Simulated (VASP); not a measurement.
A run of VASP 6.6.1:

INCAR

```
SYSTEM = K2Li2C
ALGO = Normal
EDIFF = 1E-6
ENCUT = 520
GGA = PE
ISIF = 2
ISMEAR = 0
LASPH = .True.
LCHARG = .False.
LREAL = .False.
LWAVE = .False.
NBANDS = 22
NELM = 60
PREC = Accurate
SIGMA = 0.1
```

The input KPOINTS:

```
k-points
0
Gamma
  4 4 4
  0 0 0
```

The input POSCAR:

```
K2Li2C
1.0
    4.0547445400      0.0000000000      0.0000000000
    0.0000000000      4.0547445400      0.0000000000
    0.0000000000      0.0000000000      6.5908469800
K Li C
2 2 1
Direct
    0.5000000000      0.5000000000      0.7952305000
    0.5000000000      0.5000000000      0.2047695000
    0.0000000000      0.5000000000      0.0000000000
    0.5000000000      0.0000000000      0.0000000000
    0.0000000000      0.0000000000      0.0000000000
```

Potentials or basis: VASP PAW PBE potentials, release 64 (K_sv, Li_sv, C).

Command:

```sh
$ cat potpaw_PBE.64/K_sv/POTCAR potpaw_PBE.64/Li_sv/POTCAR potpaw_PBE.64/C/POTCAR > POTCAR
$ mpirun -np 1 vasp_std > vasp.out
```

Hardware: 1 thread of Intel(R) Xeon(R) Platinum 8488C (Sapphire Rapids), with other jobs on the host.

Q: Estimate the wall time of this run.

A: Run time: 37 s on 1 thread of Intel(R) Xeon(R) Platinum 8488C (Sapphire Rapids), on a shared host, peak memory 0.21 GiB. Counts: scf iterations 17, k points 18.
